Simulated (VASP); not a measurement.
A run of VASP 6.6.1:

POSCAR

```
CdSe
1.0
    4.2984999142      0.0000000000      0.0000000000
   -2.1492499571      3.7226101239      0.0000000000
    0.0000000000      0.0000000000      7.3659600000
Cd Se
2 2
Direct
    0.6666666667      0.3333333333      0.0000000000
    0.3333333333      0.6666666667      0.5000000000
    0.6666666667      0.3333333333      0.3750000000
    0.3333333333      0.6666666667      0.8750000000
```

File INCAR.step1:

```
SYSTEM = CdSe
ALGO     = Normal         ! electronic algorithm
EDIFF    = 1E-4           ! SCF threshold, eV
ENCUT    = 520            ! plane-wave cutoff, eV
GGA      = PE             ! functional
ISMEAR   = 0              ! smearing method
LASPH    = .TRUE.         ! aspherical terms in the spheres
LCHARG   = .FALSE.        ! write CHGCAR
LREAL    = .FALSE.        ! projectors in reciprocal space
LWAVE    = .TRUE.         ! write WAVECAR
NBANDS   = 26             ! bands
NELM     = 80             ! most SCF steps
PREC     = Accurate       ! precision mode
SIGMA    = 0.05           ! smearing width, eV
```

INCAR.step2

```
SYSTEM = CdSe
ALGO     = Normal         ! electronic algorithm
EDIFF    = 1E-6           ! SCF threshold, eV
ENCUT    = 520            ! plane-wave cutoff, eV
ISIF     = 2              ! what is computed and relaxed
ISMEAR   = 0              ! smearing method
ISTART   = 1            
LASPH    = .TRUE.         ! aspherical terms in the spheres
LCHARG   = .FALSE.        ! write CHGCAR
LMIXTAU  = .TRUE.       
LREAL    = .FALSE.        ! projectors in reciprocal space
LWAVE    = .FALSE.        ! write WAVECAR
METAGGA  = R2SCAN         ! meta-GGA
NBANDS   = 26             ! bands
NELM     = 80             ! most SCF steps
PREC     = Accurate       ! precision mode
SIGMA    = 0.05           ! smearing width, eV
```

File KPOINTS:

```
k-points
0
G
  6 6 4
  0 0 0
```

Potentials or basis: VASP PAW PBE potentials, release 64 (Cd, Se).

Run with:

```sh
$ cat potpaw_PBE.64/Cd/POTCAR potpaw_PBE.64/Se/POTCAR > POTCAR
$ cp INCAR.step1 INCAR
$ mpirun -np 1 vasp_std > vasp.out
$ cp INCAR.step2 INCAR
$ mpirun -np 1 vasp_std > vasp.out
```

Hardware: 1 thread of Intel Xeon 8259CL, on a shared host.

Task: Estimate the wall time of this run.

Result: It took 8.4 min on 1 thread of Intel Xeon 8259CL, on a shared host, peak memory 0.27 GiB. Counts: k points 21.
